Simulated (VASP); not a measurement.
Wanted: the native input for a VASP 6.6.1 run.

```yaml
Task: relaxation of shape and atoms at fixed volume
Functional: PBEsol
Potentials_or_basis: VASP PAW PBE potentials, release 64 (V_sv, N)
Cutoff: 600 eV
k_mesh: 12 × 12 × 12
Occupations: gaussian, width 0.1 eV
Spin: no spin polarisation
Dipole_correction: no
Further_INCAR_settings: ALGO = Normal; EDIFF = 1e-06; IBRION = 2; EDIFFG = -0.01; NSW = 50; ISIF = 4
```

The structure of VN2 lies in POSCAR:

```
VN2
1.0
   -2.0676420778      2.0676420778      2.3718253418
    2.0676420778     -2.0676420778      2.3718253418
    2.0676420778      2.0676420778     -2.3718253418
V N
2 4
Direct
    0.2500000000      0.2500000000      0.0000000000
    0.7500000000      0.7500000000      0.0000000000
    0.1155839039      0.6155839039      0.7311678077
    0.6155839039      0.8844160961      0.5000000000
    0.8844160961      0.3844160961      0.2688321923
    0.3844160961      0.1155839039      0.5000000000
```

The input as run:

INCAR

```
  PREC = Accurate
  ENCUT = 600
  EDIFF = 1E-6
  ISMEAR = 0
  SIGMA = 0.1
  LREAL = False
  LASPH = True
  NELM = 80
  ALGO = Normal
  ISIF = 4
  LWAVE = False
  LCHARG = False
  GGA = PS
  IBRION = 2
  NSW = 50
  EDIFFG = -0.01
```

KPOINTS

```
Automatic mesh
0
Gamma
  12 12 12
```

Potentials or basis: VASP PAW PBE potentials, release 64 (V_sv, N).

Run with:

```sh
$ cat potpaw_PBE.64/V_sv/POTCAR potpaw_PBE.64/N/POTCAR > POTCAR
$ mpirun -np 1 vasp_std > vasp.out
```

Results of the run:

```
Energy gained by relaxing    : 0.6 meV/atom
Ionic steps                  : 5
Pressure after relaxing      : 40.9 GPa
Largest force after relaxing : 0.005 eV/Å
Band gap on the k mesh       : zero (bands 23 and 24 overlap by 0.47 eV)
```

Caveat: the PAW data sets were made with another functional, which shifts forces and pressure a little; the run has no spin polarisation, though such a crystal can be magnetic.

Wall time 5 min on 1 thread of Intel(R) Xeon(R) 6975P-C (Granite Rapids) (shared host), peak memory 0.3 GiB.
